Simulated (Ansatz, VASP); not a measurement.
**One calculation of MgO, two programs**

```
Mg O
1.0
     2.95748    0.00000    0.00000
    -1.47874    2.56125    0.00000
     0.00000    0.00000    2.69743
Mg O
1 1
Direct
  0.00000 0.00000 0.00000
  0.33333 0.66667 0.50000
```

Change from the starting cell: volume scaled by 1.02.

Alike in both runs: task single point; functional PBEsol; k mesh 10 × 10 × 10; occupations fermi-dirac, width 0.05 eV; no spin polarisation.

|  | VASP | Ansatz |
| --- | --- | --- |
| version | VASP 6.6.1 | Ansatz 0.2.0 |
| potentials or method | VASP PAW PBE potentials, release 64 (Mg, O), cutoff 520 eV | all-electron LAPW, scalar-relativistic |

|  | VASP | Ansatz | Ansatz less VASP |
| --- | --- | --- | --- |
| gap on the k mesh at the Fermi level (eV) | 2.78 | 2.79 | +0.004 |
| least direct gap on the mesh (eV) | 3.18 | 3.18 | +0.002 |
| pressure (GPa) | -6.8 | -6.3 | +0.54 |
| traceless stress, the component that is largest in VASP (GPa) | -0.61 | -0.54 | +0.071 |

VASP's potentials were made for PBE, not for PBEsol. Ansatz ran all-electron here, and VASP with PAW potentials.
